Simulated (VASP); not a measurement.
Set up this calculation in VASP 6.6.1, as the native input.

```yaml
Task: electric field gradients
Functional: PBEsol
Potentials_or_basis: VASP PAW PBE potentials, release 64 (Hg)
Cutoff: 520 eV
k_mesh: 8 × 8 × 9
Occupations: fermi-dirac, width 0.05 eV
Spin: no spin polarisation
Dipole_correction: no
Further_INCAR_settings: ALGO = Normal; EDIFF = 1e-08; NBANDS = 25
```

The structure of Hg lies in POSCAR:

```
Hg
1.0
    4.5550851948      0.0000000000      0.0000000000
   -2.2775425974      3.9448194950      0.0000000000
    0.0000000000      0.0000000000      3.8828572373
Hg
3
Direct
    0.3333333333      0.6666666667      0.5000000000
    0.0000000000      0.0000000000      0.0000000000
    0.6666666667      0.3333333333      0.5000000000
```

This cell differs from its parent crystal: volume scaled by 1.01.

These files were run (other wordings do the same):

INCAR

```
SYSTEM = Hg
ALGO = Normal ; EDIFF = 1E-8
ENCUT = 520 ; GGA = PS
ISIF = 2 ; ISMEAR = -1
LASPH = .TRUE. ; LCHARG = .FALSE.
LEFG = .TRUE. ; LREAL = .FALSE.
LWAVE = .FALSE. ; NBANDS = 25
NELM = 60 ; PREC = Accurate
SIGMA = 0.05
```

KPOINTS

```
k-points
0
G
  8 8 9
  0 0 0
```

Potentials or basis: VASP PAW PBE potentials, release 64 (Hg).

Launch:

```sh
$ cat potpaw_PBE.64/Hg/POTCAR > POTCAR
$ mpirun -np 1 vasp_std > vasp.out
```

It gave:

```
Pressure               : 7.8 GPa
Band gap on the k mesh : zero (band 18 reaches 6.90 eV, above the bottom of band 19 at 1.88 eV)
```

Caveat: without QUAD_EFG the Cq values of the log hold for a quadrupole moment of 1 mb, not for the nuclei; the PAW data sets were made with another functional, which shifts forces and pressure a little; spin-orbit coupling is left out, which moves the levels of the heavy elements.

Wall time 70 s on 1 thread of Intel(R) Xeon(R) Platinum 8259CL CPU @ 2.50GHz (Skylake/Cascade Lake), on a shared host, peak memory 0.22 GiB.
